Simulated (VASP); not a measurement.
# LiMg8 in VASP: notebook, part 2 of 2

VASP 6.6.1. The steps go on from the part before.

## (3) Single point, LDA

INCAR reads:

```
SYSTEM = LiMg8
PREC = Accurate
ENCUT = 520
EDIFF = 1E-6
ISMEAR = 0
SIGMA = 0.1
LREAL = .FALSE.
LASPH = .TRUE.
NELM = 80
ALGO = Normal
ISIF = 2
LWAVE = .FALSE.
LCHARG = .FALSE.
LDIPOL = .TRUE.
IDIPOL = 3
DIPOL = 0.5 0.5 0.326
NBANDS = 20
```

KPOINTS reads:

```
Automatic mesh
0
G
  4 5 1
  0 0 0
```

POSCAR reads:

```
LiMg8
1.0
    6.2932257366      0.0000000000      0.0000000000
    0.0000000000      5.0388886594      0.0000000000
    0.0000000000      0.0000000000     19.0846137325
Mg Li
8 1
Direct
    0.0000000000      0.7500000000      0.2095929242
    0.5000000000      0.7500000000      0.2095929242
    0.2500000000      0.2500000000      0.2571887995
    0.7500000000      0.2500000000      0.2571887995
    0.2500000000      0.7500000000      0.3565915112
    0.7500000000      0.7500000000      0.3565915112
    0.0000000000      0.2500000000      0.3974203428
    0.5000000000      0.2500000000      0.3974203428
    0.1875000000      0.7500000000      0.4919803469
```

Potentials or basis: VASP PAW LDA potentials, release 64 (Mg, Li_sv).

The run is started by

```
$ cat potpaw_LDA.64/Mg/POTCAR potpaw_LDA.64/Li_sv/POTCAR > POTCAR
$ mpirun -np 1 vasp_std > vasp.out
```

OUTCAR:

```text
SYSTEM = LiMg8
   PREC = Accurate
   ENCUT = 520
   EDIFF = 1E-6
   ISMEAR = 0
   LREAL = .FALSE.
   LASPH = .TRUE.
   NELM = 80
   ISIF = 2

 ion  position               nearest neighbor table
   1  0.000  0.750  0.210-   3 3.11   4 3.11   3 3.11   4 3.11   2 3.15   2 3.15   6 3.22   5 3.22

   2  0.500  0.750  0.210-   3 3.11   4 3.11   3 3.11   4 3.11   1 3.15   1 3.15   6 3.22   5 3.22

   3  0.250  0.250  0.257-   7 3.10   8 3.10   1 3.11   2 3.11   1 3.11   2 3.11   4 3.15   4 3.15
                             5 3.15   5 3.15
   4  0.750  0.250  0.257-   7 3.10   8 3.10   1 3.11   2 3.11   1 3.11   2 3.11   3 3.15   3 3.15
                             6 3.15   6 3.15
   5  0.250  0.750  0.357-   9 2.61   8 3.07   7 3.07   7 3.07   8 3.07   6 3.15   6 3.15   3 3.15
                             3 3.15   2 3.22   1 3.22
   6  0.750  0.750  0.357-   7 3.07   8 3.07   7 3.07   8 3.07   5 3.15   5 3.15   4 3.15   4 3.15
                             1 3.22   2 3.22
   7  0.000  0.250  0.397-   5 3.07   6 3.07   5 3.07   6 3.07   3 3.10   4 3.10   8 3.15   8 3.15

   8  0.500  0.250  0.397-   5 3.07   6 3.07   5 3.07   6 3.07   3 3.10   4 3.10   7 3.15   7 3.15

   9  0.188  0.750  0.492-   5 2.61

  LATTYP: Found a simple orthorhombic cell.
 ALAT       =     5.0388886594
 B/A-ratio  =     1.2489312946
 C/A-ratio  =     3.7874648603

  Lattice vectors:

 A1 = (   0.0000000000,  -5.0388886594,   0.0000000000)
 A2 = (   6.2932257366,   0.0000000000,   0.0000000000)
 A3 = (   0.0000000000,   0.0000000000,  19.0846137325)

Analysis of symmetry for initial positions (statically):
=====================================================================
 Subroutine PRICEL returns:
 Original cell was already a primitive cell.

 Routine SETGRP: Setting up the symmetry group for a
 simple orthorhombic supercell.

 Subroutine GETGRP returns: Found  2 space group operations
 (whereof  1 operations were pure point group operations)
 out of a pool of  8 trial point group operations.

The static configuration has the point symmetry C_1 .
[... 148 lines left out ...]
 maximum number of plane-waves:     16352
 NGX is ok and might be reduce to    48
   NGX = 23   NGY = 19   NGZ = 71

 dipolmoment           0.000000      0.000000      0.012338 electrons x Angstroem

 number of electron      19.0000000 magnetization

 dipolmoment           0.000000      0.000000     -0.221991 electrons x Angstroem

 Free energy of the ion-electron system (eV)
  ---------------------------------------------------
  ext. energy  EPLUGINS =         0.00000000
  ---------------------------------------------------
  free energy    TOTEN  =       -13.64029907 eV

  energy without entropy =      -13.63147802  energy(sigma->0) =      -13.63588854

 E-fermi :  -1.3115     XC(G=0):  -3.8104

 val. band max:       -1.3377081805   @ k =   0.5000   0.0000   0.0000
 cond. band min:      -1.2459899323   @ k =   0.5000   0.0000   0.0000
 fundamental gap:      0.0917182481
 Fermi energy:        -1.3115165635

 k-point     1 :       0.0000    0.0000    0.0000
  band No.  band energies     occupation
      1     -48.5719      2.00000
      2      -7.5601      2.00000
      3      -5.4737      2.00000
      4      -3.9201      2.00000
      5      -3.7944      2.00000
      6      -2.8233      2.00000
[... 196 lines left out ...]
     19       2.3502      0.00000
     20       2.4892      0.00000

------------------------ aborting loop because EDIFF is reached ----------------------------------------

 vacuum level on the upper side and lower side of the slab       (xc-potential included)        -0.804         0.459

  FORCE on cell =-STRESS in cart. coord.  units (eV):
  Direction    XX          YY          ZZ          XY          YZ          ZX
  --------------------------------------------------------------------------------------
  -------------------------------------------------------------------------------------
  Total       -3.0218374     -3.4867461     -0.6619269      0.0000000      0.0000000     -0.1629457
  in kB       -8.0000044     -9.2308024     -1.7523836      0.0000000      0.0000000     -0.4313819
  external PRESSURE =      -6.3277302 kB  Pullay stress =       0.0000000 kB

 VOLUME and BASIS-vectors are now :
 -----------------------------------------------------------------------------
  energy-cutoff  :      520.00
  volume of cell :      605.19
      direct lattice vectors                 reciprocal lattice vectors
     6.293225737  0.000000000  0.000000000     0.158901022  0.000000000  0.000000000
     0.000000000  5.038888659  0.000000000     0.000000000  0.198456459  0.000000000
     0.000000000  0.000000000 19.084613732     0.000000000  0.000000000  0.052398231

 POSITION                                       TOTAL-FORCE (eV/Angst)
 -----------------------------------------------------------------------------------
      0.00000      3.77917      4.00000         0.005318      0.000000      0.236911
      3.14661      3.77917      4.00000        -0.006682      0.000000      0.245373
      1.57331      1.25972      4.90835         0.000894      0.000000     -0.162598
      4.71992      1.25972      4.90835        -0.007768      0.000000     -0.121224
      1.57331      3.77917      6.80541         0.083778      0.000000     -0.591948
      4.71992      3.77917      6.80541         0.028652      0.000000      0.153343
      0.00000      1.25972      7.58461         0.049837      0.000000      0.106635
      3.14661      1.25972      7.58461        -0.099356      0.000000      0.147067
      1.17998      3.77917      9.38925        -0.054672      0.000000     -0.013557
 -----------------------------------------------------------------------------------
    total drift:                               -0.000121     -0.000000     -0.000677

  FREE ENERGIE OF THE ION-ELECTRON SYSTEM (eV)
  ---------------------------------------------------
  free  energy   TOTEN  =       -13.6402990657 eV

  energy  without entropy=      -13.6314780211  energy(sigma->0) =      -13.63588854

 vacuum level on the upper side and lower side of the slab         1.000         2.297
```

OSZICAR:

```text
N       E                     dE             d eps       ncg     rms          rms(c)
DAV:   1     0.418384804818E+02    0.41838E+02   -0.49291E+03   360   0.587E+02
DAV:   2    -0.878145585471E+01   -0.50620E+02   -0.47893E+02   508   0.984E+01
DAV:   3    -0.135930288451E+02   -0.48116E+01   -0.47322E+01   588   0.238E+01
[... 14 lines left out ...]
DAV:  18    -0.136402783186E+02   -0.66200E-04   -0.94184E-06   404   0.577E-03    0.965E-04
DAV:  19    -0.136402920984E+02   -0.13780E-04   -0.15125E-06   416   0.249E-03    0.535E-04
DAV:  20    -0.136402979194E+02   -0.58209E-05   -0.11209E-06   388   0.192E-03    0.223E-04
DAV:  21    -0.136402990049E+02   -0.10855E-05   -0.17699E-07   340   0.961E-04    0.842E-05
DAV:  22    -0.136402990657E+02   -0.60750E-07   -0.25088E-08   408   0.393E-04
   1 F= -.13640299E+02 E0= -.13635889E+02  d E =-.882104E-02
```

stdout:

```text
POSCAR found type information on POSCAR MgLi
 POSCAR found :  2 types and       9 ions
 scaLAPACK will be used
 LDA part: xc-table for (Slater(with rela. corr.)+CA(PZ))
 , standard interpolation
 POSCAR, INCAR and KPOINTS ok, starting setup
 FFT: planning ... GRIDC
 FFT: planning ... GRID_SOFT
 FFT: planning ... GRID
 WAVECAR not read
 entering main loop
```

Wall time 2.4 min (1 thread of Intel Xeon Platinum 8559C (Emerald Rapids), shared host); peak memory 0.47 GiB.

What came out:

* Free energy: -13.6403 eV
* Largest force: 0.598 eV/Å

Forces in eV/Å, atoms in the order of the input:
```
Mg   0.005  0.000  0.237
Mg  -0.007  0.000  0.245
Mg   0.001  0.000 -0.163
Mg  -0.008  0.000 -0.121
Mg   0.084  0.000 -0.592
Mg   0.029  0.000  0.153
Mg   0.050  0.000  0.107
Mg  -0.099  0.000  0.147
Li  -0.055  0.000 -0.014
```

Caveat: the cutoff is under 1.25 times the usual one of these potentials, so pressure, stress and relaxed cells hold a basis-set (Pulay) error.
